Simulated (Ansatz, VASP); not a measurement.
**Cu: VASP beside Ansatz**

The input INCAR:

```
SYSTEM = Cu
  ALGO = Fast
  EDIFF = 1E-6
  ENCUT = 520
  GGA = PS
  ISIF = 2
  ISMEAR = 0
  LASPH = .TRUE.
  LCHARG = .TRUE.
  LELF = .TRUE.
  LREAL = .FALSE.
  LVHAR = .TRUE.
  LWAVE = .FALSE.
  NBANDS = 12
  NELM = 60
  PREC = Accurate
  SIGMA = 0.15
```

File KPOINTS:

```
k-points
0
G
  30 30 30
  0 0 0
```

File POSCAR:

```
Cu
1.0
   -1.4450917219      1.4450917219      1.4144075014
    1.4450917219     -1.4450917219      1.4144075014
    1.4450917219      1.4450917219     -1.4144075014
Cu
1
Direct
    0.0000000000      0.0000000000      0.0000000000
```

Input for Ansatz:

```yaml
crystal:
  lattice:
    - [-1.4450917219, 1.4450917219, 1.4144075014]
    - [1.4450917219, -1.4450917219, 1.4144075014]
    - [1.4450917219, 1.4450917219, -1.4144075014]
  atoms:
    - { symbol: Cu, position: [0.0, 0.0, 0.0] }
basis:
  ecutwfc: 420
kpoints:
  mp_grid: { grid: [30, 30, 30] }
hamiltonian:
  xc: pbesol
scf:
  occupations: { method: gaussian, width: 0.15 }
output:
  forces: true
  stress: true
  eigenvalues: true
```

Change from the starting cell: strain +0.000 along x and y, +0.040 along z, atoms carried along.

Alike in both runs: task single point; functional PBEsol; k mesh 30 × 30 × 30; occupations gaussian, width 0.15 eV; no spin polarisation.

|  | VASP | Ansatz |
| --- | --- | --- |
| version | VASP 6.6.1 | Ansatz 0.2.0 |
| potentials or method | VASP PAW PBE potentials, release 64 (Cu), cutoff 520 eV | scalar-relativistic, plane waves, PAW |
| valence electrons in the cell | 11 | 19 |

Ansatz gave:

| Item | Value |
| --- | --- |
| gap on the k mesh at the Fermi level (eV) | none |
| pressure (GPa) | -5.9 |
| traceless stress, the component that is largest in VASP (GPa) | -0.17 |

**Question.** What did VASP give for the same quantities?

**Answer.** gap on the k mesh at the Fermi level (eV): none; pressure (GPa): -5.3; traceless stress, the component that is largest in VASP (GPa): -0.17.

VASP's potentials were made for PBE, not for PBEsol. A gap of «none» marks a metal or a gap that the smearing closes. The functional is the same, so the differences come from potentials, cutoffs and numerics. VASP's potentials hold 11 valence electrons a cell and Ansatz's 19, so a difference there can come from the potentials and not from the codes.
